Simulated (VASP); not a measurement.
Here is a VASP 6.6.1 calculation.

File INCAR:

```
SYSTEM = SnSe2
ALGO = Normal
EDIFF = 1E-7
EDIFFG = -0.002
ENCUT = 600
GGA = PS
IBRION = 2
ISIF = 3
ISMEAR = -1
LASPH = .TRUE.
LCHARG = .FALSE.
LREAL = .FALSE.
LWAVE = .FALSE.
NELM = 100
NSW = 80
PREC = Accurate
PSTRESS = 258.0
SIGMA = 0.1
```

The input KPOINTS:

```
k-points
0
G
  15 15 8
  0 0 0
```

The input POSCAR:

```
SnSe2
1.0
    3.5705124517      0.0000000000      0.0000000000
   -1.7852562259      3.0921544877      0.0000000000
    0.0000000000      0.0000000000      5.1555328880
Sn Se
1 2
Direct
    0.0000000000      0.0000000000      0.0000000000
    0.3333333333      0.6666666667      0.3059933163
    0.6666666667      0.3333333333      0.6940066837
```

Potentials or basis: VASP PAW PBE potentials, release 64 (Sn_d, Se).

Command:

```console
$ cat potpaw_PBE.64/Sn_d/POTCAR potpaw_PBE.64/Se/POTCAR > POTCAR
$ mpirun -np 1 vasp_std > vasp.out
```

Q: Estimate the band gap on the k mesh.

A: Zero (band 13 reaches 9.09 eV, above the bottom of band 14 at 7.37 eV).

Q: What does it give for the relaxed cell?

A: a = 3.569 Å, b = 3.569 Å, c = 5.143 Å, α = 90.00°, β = 90.00°, γ = 120.00°.

Q: Estimate the space group after relaxing (to 0.05 Å).

A: P-3m1 (No. 164).

Q: What does it give for the relaxed volume?

A: 18.91 Å³/atom.

The path:
```csv
step,energy change (eV),largest force (eV/Å),pressure (GPa),volume (Å³)
1,0.0000,0.2945,26.04,56.92
2,-0.0420,0.0726,24.74,57.15
3,-0.0437,0.0627,24.69,57.16
4,0.0402,0.0063,26.05,56.63
5,0.0258,0.0058,25.82,56.72
6,0.0252,0.0047,25.81,56.72
7,0.0236,0.0016,25.81,56.73
8,0.0208,0.0040,25.80,56.75
9,0.0225,0.0006,25.80,56.74
```

Caveat: the cell is relaxed towards a set pressure, so the enthalpy falls and the energy may rise; the PAW data sets were made with another functional, which shifts forces and pressure a little; spin-orbit coupling is left out, which moves the levels of the heavy elements.
